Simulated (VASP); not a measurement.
# BaF2 (Frankdicksonite) (Fm-3m) in VASP: a series of runs

The runs below take BaF2 (Frankdicksonite) through single point, with PBE, r2SCAN.

Program: VASP 6.6.1. These are calculated values, not measurements. Logs are shortened: lines on timing, memory, paths and dates and some standing lists are left out, and cuts for length are marked.

## Step 1: The cell of the first run

Symmetry: Fm-3m, No. 225, cubic system. Conventional cell: a = 6.194 Å, b = 6.194 Å, c = 6.194 Å, α = 90.00°, β = 90.00°, γ = 90.00°. Ba (site symmetry m-3m) has 8 F at 2.68 Å within 3.5 Å. Within 3.5 Å of F (site symmetry -43m) lie 4 Ba at 2.68 Å and 6 F at 3.10 Å.

## Step 2: Single point, PBE

The input, INCAR:

```
PREC = Accurate
ENCUT = 600
EDIFF = 1E-6
ISMEAR = 0
SIGMA = 0.01
LREAL = False
LASPH = True
NELM = 120
ALGO = Normal
ISIF = 2
LWAVE = False
LCHARG = False
GGA = PE
NBANDS = 19
GGA_COMPAT = False
```

The input, KPOINTS:

```
Automatic mesh
0
Gamma
  8 8 8
```

The input, POSCAR:

```
BaF2
1.0
    0.0000000000      3.0971612439      3.0971612439
    3.0971612439      0.0000000000      3.0971612439
    3.0971612439      3.0971612439      0.0000000000
Ba F
1 2
Direct
    0.0000000000      0.0000000000      0.0000000000
    0.2500000000      0.2500000000      0.2500000000
    0.7500000000      0.7500000000      0.7500000000
```

Potentials or basis: VASP PAW PBE potentials, release 64 (Ba_sv, F).

Run with:

```console
$ cat potpaw_PBE.64/Ba_sv/POTCAR potpaw_PBE.64/F/POTCAR > POTCAR
$ mpirun -np 1 vasp_std > vasp.out
```

OUTCAR:

```text
PREC = Accurate
   ENCUT = 600
   EDIFF = 1E-6
   ISMEAR = 0
   LREAL = False
   LASPH = True
   NELM = 120
   ISIF = 2
   GGA = PE

 ion  position               nearest neighbor table
   1  0.000  0.000  0.000-   3 2.68   3 2.68   3 2.68   2 2.68   2 2.68   2 2.68   3 2.68   2 2.68

   2  0.250  0.250  0.250-   1 2.68   1 2.68   1 2.68   1 2.68
   3  0.750  0.750  0.750-   1 2.68   1 2.68   1 2.68   1 2.68

  LATTYP: Found a face centered cubic cell.
 ALAT       =     6.1943224878

  Lattice vectors:

 A1 = (   0.0000000000,   3.0971612439,   3.0971612439)
 A2 = (   3.0971612439,   0.0000000000,   3.0971612439)
 A3 = (   3.0971612439,   3.0971612439,   0.0000000000)

Analysis of symmetry for initial positions (statically):
[... 5 lines left out ...]
 face centered cubic supercell.

 Subroutine GETGRP returns: Found 48 space group operations
 (whereof 48 operations were pure point group operations)
 out of a pool of 48 trial point group operations.

The static configuration has the point symmetry O_h .

Analysis of symmetry for dynamics (positions and initial velocities):
[... 5 lines left out ...]
 face centered cubic supercell.

 Subroutine GETGRP returns: Found 48 space group operations
 (whereof 48 operations were pure point group operations)
 out of a pool of 48 trial point group operations.

The dynamic configuration has the point symmetry O_h .

 Subroutine INISYM returns: Found 48 space group operations
 (whereof 48 operations are pure point group operations),
 and found     1 'primitive' translations

----------------------------------------------------------------------------------------

                                     Primitive cell

  volume of cell :      59.4185

  direct lattice vectors                    reciprocal lattice vectors
     0.000000000  3.097161244  3.097161244    -0.161438156  0.161438156  0.161438156
     3.097161244  0.000000000  3.097161244     0.161438156 -0.161438156  0.161438156
     3.097161244  3.097161244  0.000000000     0.161438156  0.161438156 -0.161438156

  length of vectors
     4.380047436  4.380047436  4.380047436     0.279619088  0.279619088  0.279619088

  position of ions in fractional coordinates (direct lattice)
     0.000000000  0.000000000  0.000000000
     0.250000000  0.250000000  0.250000000
     0.750000000  0.750000000  0.750000000

  ion indices of the primitive-cell ions
   primitive index   ion index
                 1           1
                 2           2
                 3           3

----------------------------------------------------------------------------------------

 KPOINTS: Automatic mesh

Automatic generation of k-mesh.
 Grid dimensions read from file:
 generate k-points for:    8    8    8

 Generating k-lattice:

  Cartesian coordinates                     Fractional coordinates (reciprocal lattice)
    -0.020179769  0.020179769  0.020179769     0.125000000  0.000000000  0.000000000
     0.020179769 -0.020179769  0.020179769     0.000000000  0.125000000  0.000000000
     0.020179769  0.020179769 -0.020179769     0.000000000  0.000000000  0.125000000

  Length of vectors
     0.034952386  0.034952386  0.034952386

  Shift w.r.t. Gamma in fractional coordinates (k-lattice)
     0.000000000  0.000000000  0.000000000

 Subroutine IBZKPT returns following result:
 ===========================================

 Found     29 irreducible k-points:

 Following reciprocal coordinates:
            Coordinates               Weight
  0.000000  0.000000  0.000000      1.000000
  0.125000  0.000000  0.000000      8.000000
  0.250000  0.000000  0.000000      8.000000
  0.375000  0.000000  0.000000      8.000000
  0.500000  0.000000  0.000000      4.000000
  0.125000  0.125000  0.000000      6.000000
[... 16 lines left out ...]
  0.500000  0.250000  0.125000     48.000000
 -0.375000  0.250000  0.125000     24.000000
 [... further k-points ...]
   k-points           NKPTS =     29   k-points in BZ     NKDIM =     29   number of bands    NBANDS=     19
   number of dos      NEDOS =    301   number of ions     NIONS =      3
   total plane-waves  NPLWV =  46656
   dimension x,y,z NGX =    36 NGY =   36 NGZ =   36
   dimension x,y,z NGXF=    72 NGYF=   72 NGZF=   72
   ions per type =               1   2
   NGX,Y,Z   is equivalent  to a cutoff of  13.66, 13.66, 13.66 a.u.
   NGXF,Y,Z  is equivalent  to a cutoff of  27.33, 27.33, 27.33 a.u.
 SYSTEM =  unknown system
   PREC   = accura    normal or accurate (medium, high low for compatibility)
   ISTART =      0    job   : 0-new  1-cont  2-samecut
   ICHARG =      2    charge: 1-file 2-atom 10-const
   ISPIN  =      1    spin polarized calculation?
   LNONCOLLINEAR =      F non collinear calculations
   LSORBIT =      F    spin-orbit coupling
   LASPH  =      T    aspherical Exc in radial PAW
   ENCUT  =  600.0 eV  44.10 Ry    6.64 a.u.   8.75  8.75  8.75*2*pi/ulx,y,z
   NELM   =    120;   NELMIN=  2; NELMDL= -5     # of ELM steps
   EDIFF  = 0.1E-05   stopping-criterion for ELM
   LREAL  =      F    real-space projection
   EDIFFG = 0.1E-04   stopping-criterion for IOM
   NSW    =      0    number of steps for IOM
   IBRION =     -1    ionic relax: 0-MD 1-quasi-New 2-CG
   NFREE  =      0    steps in history (QN), initial steepest desc. (CG)
   ISIF   =      2    stress and relaxation
   ISYM   =      2    0-nonsym 1-usesym 2-fastsym
   POTIM  = 0.5000    time-step for ionic-motion
   TEBEG  =    0.0;   TEEND  =   0.0 temperature during run
   PSTRESS=    0.0 pullay stress
   NELECT =      24.0000    total number of electrons
   NUPDOWN=      -1.0000    fix difference up-down
   EMIN   =  10.00;   EMAX   =-10.00  energy-range for DOS
   EFERMI =   0.00;   METHOD = LEGACY
   ISMEAR =     0;   SIGMA  =   0.01  broadening in eV -4-tet -1-fermi 0-gaus
   EFERMI_NEDOS =   21; number of points for ismear=-14 and -15
   IALGO  =     38    algorithm
   IMIX   =      4    mixing-type and parameters
     AMIX     =   0.40;   BMIX     =  1.00
     AMIX_MAG =   1.60;   BMIX_MAG =  1.00
  volume/ion in A,a.u.               =      19.81       133.66
  Fermi-wavevector in a.u.,A,eV,Ry     =   1.210147  2.286846 19.925127  1.464456
  Thomas-Fermi vector in A             =   2.345703
   LORBIT       =      0    0 simple, 1 ext, 2 COOP (PROOUT), +10 PAW based schemes
   GGA     = PE    functional components
   LHFCALC =     F    Hartree Fock is set to
   AEXX    =    0.0000 exact exchange contribution
   IVDW    =     0    specifies the selected vdW correction
   LEPSILON=     F    determine dielectric tensor
   LRPA    =     F    only Hartree local field effects (RPA)
 non-spin polarized calculation
 Gauss-broadening in eV      SIGMA  =   0.01
  energy-cutoff  :      600.00
  volume of cell :       59.42
 maximum number of plane-waves:      2012
   NGX = 17   NGY = 17   NGZ = 17

 number of electron      24.0000001 magnetization

 Free energy of the ion-electron system (eV)
  ---------------------------------------------------
  ext. energy  EPLUGINS =         0.00000000
  ---------------------------------------------------
  free energy    TOTEN  =       -17.10989652 eV

  energy without entropy =      -17.10989652  energy(sigma->0) =      -17.10989652

 E-fermi :  -2.0024     XC(G=0):  -8.7135

 val. band max:       -2.0608808804   @ k =  -0.2500   0.2500   0.0000
 cond. band min:       4.7152434996   @ k =   0.0000   0.0000   0.0000
 fundamental gap:      6.7761243800
 Fermi energy:        -2.0024019710

 k-point     1 :       0.0000    0.0000    0.0000
  band No.  band energies     occupation
      1     -25.1532      2.00000
      2     -20.9984      2.00000
      3     -20.9462      2.00000
      4      -9.9866      2.00000
      5      -9.9866      2.00000
      6      -9.9866      2.00000
[... 11 lines left out ...]
     18       9.3472      0.00000
     19      13.4028      0.00000

 k-point     2 :       0.1250    0.0000    0.0000
  band No.  band energies     occupation
      1     -25.1234      2.00000
      2     -21.0140      2.00000
      3     -20.9832      2.00000
      4     -10.0151      2.00000
      5     -10.0111      2.00000
      6     -10.0111      2.00000
[... 11 lines left out ...]
     18       9.3606      0.00000
     19      12.7337      0.00000

 k-point     3 :       0.2500    0.0000    0.0000
  band No.  band energies     occupation
      1     -25.0490      2.00000
      2     -21.0934      2.00000
      3     -21.0337      2.00000
      4     -10.0768      2.00000
      5     -10.0687      2.00000
      6     -10.0687      2.00000
[... 11 lines left out ...]
     18       9.4103      0.00000
     19      11.7208      0.00000

 k-point     4 :       0.3750    0.0000    0.0000
  band No.  band energies     occupation
      1     -24.9704      2.00000
      2     -21.1978      2.00000
      3     -21.0637      2.00000
      4     -10.1297      2.00000
      5     -10.1242      2.00000
      6     -10.1242      2.00000
[... 11 lines left out ...]
     18       9.4908      0.00000
     19      11.5154      0.00000

 k-point     5 :       0.5000    0.0000    0.0000
  band No.  band energies     occupation
      1     -24.9365      2.00000
      2     -21.2431      2.00000
      3     -21.0756      2.00000
      4     -10.1494      2.00000
      5     -10.1466      2.00000
      6     -10.1466      2.00000
[... 11 lines left out ...]
     18       9.5365      0.00000
     19      11.8672      0.00000
[... 334 lines left out ...]
      2     -21.3186      2.00000
      3     -21.1235      2.00000
      4     -10.3814      2.00000
      5     -10.3814      2.00000
      6      -9.8237      2.00000
[... 11 lines left out ...]
     18      10.8698      0.00000
     19      12.8625      0.00000

 k-point    22 :       0.3750    0.2500    0.1250
  band No.  band energies     occupation
      1     -24.9915      2.00000
      2     -21.1395      2.00000
      3     -21.0858      2.00000
      4     -10.1841      2.00000
      5     -10.1746      2.00000
      6      -9.9831      2.00000
[... 11 lines left out ...]
     18       9.7575      0.00000
     19      12.3440      0.00000

 k-point    23 :       0.5000    0.2500    0.1250
  band No.  band energies     occupation
      1     -24.9266      2.00000
      2     -21.2046      2.00000
      3     -21.1305      2.00000
      4     -10.2497      2.00000
      5     -10.1771      2.00000
      6     -10.0461      2.00000
[... 11 lines left out ...]
     18      10.2405      0.00000
     19      12.0163      0.00000

 k-point    24 :      -0.3750    0.2500    0.1250
  band No.  band energies     occupation
      1     -24.8988      2.00000
      2     -21.2330      2.00000
      3     -21.1487      2.00000
      4     -10.2761      2.00000
      5     -10.1251      2.00000
      6     -10.1246      2.00000
[... 11 lines left out ...]
     18      10.5445      0.00000
     19      11.8852      0.00000

 [... further k-points ...]
[... 5 lines left out ...]
  --------------------------------------------------------------------------------------
  -------------------------------------------------------------------------------------
  Total        0.9126962      0.9126962      0.9126962      0.0000000      0.0000000      0.0000000
  in kB       24.6102142     24.6102142     24.6102142      0.0000000      0.0000000      0.0000000
  external PRESSURE =      24.6102142 kB  Pullay stress =       0.0000000 kB

 VOLUME and BASIS-vectors are now :
 -----------------------------------------------------------------------------
  energy-cutoff  :      600.00
  volume of cell :       59.42
      direct lattice vectors                 reciprocal lattice vectors
     0.000000000  3.097161244  3.097161244    -0.161438156  0.161438156  0.161438156
     3.097161244  0.000000000  3.097161244     0.161438156 -0.161438156  0.161438156
     3.097161244  3.097161244  0.000000000     0.161438156  0.161438156 -0.161438156

 POSITION                                       TOTAL-FORCE (eV/Angst)
 -----------------------------------------------------------------------------------
      0.00000      0.00000      0.00000         0.000000      0.000000      0.000000
      1.54858      1.54858      1.54858        -0.000000     -0.000000     -0.000000
      4.64574      4.64574      4.64574         0.000000      0.000000      0.000000
 -----------------------------------------------------------------------------------
    total drift:                                0.000000      0.000000      0.000000

  FREE ENERGIE OF THE ION-ELECTRON SYSTEM (eV)
  ---------------------------------------------------
  free  energy   TOTEN  =       -17.1098965193 eV

  energy  without entropy=      -17.1098965193  energy(sigma->0) =      -17.10989652
```

Run time: 20 s. Hardware: 1 thread of AMD EPYC 9R45 (Zen 5), shared host; peak memory 0.19 GiB.

What came out:

| Quantity | Value |
| --- | --- |
| Free energy | -17.1099 eV |
| Pressure | 2.5 GPa |
| Band gap on the k mesh | 6.78 eV, indirect (least direct gap 6.86 eV) |

Caveat: spin-orbit coupling is left out, which moves the levels of the heavy elements. A k mesh can miss the band edges.

## Step 3: Single point, r2SCAN

POSCAR is that of step 2.

The input, INCAR.step1:

```
PREC = Accurate ; ENCUT = 660
ISMEAR = 0 ; SIGMA = 0.01
LREAL = False ; LASPH = True
NELM = 120 ; NBANDS = 19
GGA = PE ; ALGO = Normal
EDIFF = 1E-5 ; LWAVE = True
LCHARG = False ; GGA_COMPAT = False
```

The input, INCAR.step2:

```
PREC = Accurate ; ENCUT = 660
EDIFF = 1E-6 ; ISMEAR = 0
SIGMA = 0.01 ; LREAL = False
LASPH = True ; NELM = 120
ALGO = Normal ; ISIF = 2
LWAVE = False ; LCHARG = False
METAGGA = R2SCAN ; LMIXTAU = True
NBANDS = 19 ; ISTART = 1
GGA_COMPAT = False
```

The input, KPOINTS:

```
regular mesh
0
Gamma
  8 8 8
```

Potentials or basis: VASP PAW PBE potentials, release 64 (Ba_sv, F).

Run with:

```console
$ cat potpaw_PBE.64/Ba_sv/POTCAR potpaw_PBE.64/F/POTCAR > POTCAR
$ cp INCAR.step1 INCAR
$ mpirun -np 1 vasp_std > vasp.out
$ cp INCAR.step2 INCAR
$ mpirun -np 1 vasp_std > vasp.out
```

Wall time 2.1 min (1 thread of AMD EPYC 9R45 (Zen 5), shared host); peak memory 0.24 GiB.

It converged, with:

```yaml
Free_energy: -45.0674 eV
Pressure: 0.9 GPa
Band_gap_on_the_k_mesh: 7.34 eV, indirect (least direct gap 7.43 eV)
```

Levels at points of the mesh, in eV from the valence-band top:
| k point | band 8 | band 9 | band 10 | band 11 | band 12 | band 13 | band 14 | band 15 | band 16 | band 17 |
| --- | --- | --- | --- | --- | --- | --- | --- | --- | --- | --- |
| (0.00, 0.00, 0.00) | -1.49 | -1.49 | -0.09 | -0.09 | -0.09 | 7.34 | 9.91 | 9.91 | 12.29 | 12.29 |
| (0.50, 0.00, 0.00) | -1.09 | -0.66 | -0.35 | -0.17 | -0.17 | 9.86 | 9.86 | 9.96 | 10.12 | 12.48 |
| (0.50, 0.50, 0.00) | -0.36 | -0.36 | -0.32 | -0.32 | -0.14 | 7.69 | 9.86 | 11.40 | 12.86 | 12.86 |

Caveat: the PAW data sets were made with another functional, which shifts forces and pressure a little; spin-orbit coupling is left out, which moves the levels of the heavy elements. r2SCAN opens gaps a little over a GGA but as a rule still falls short of measured ones.
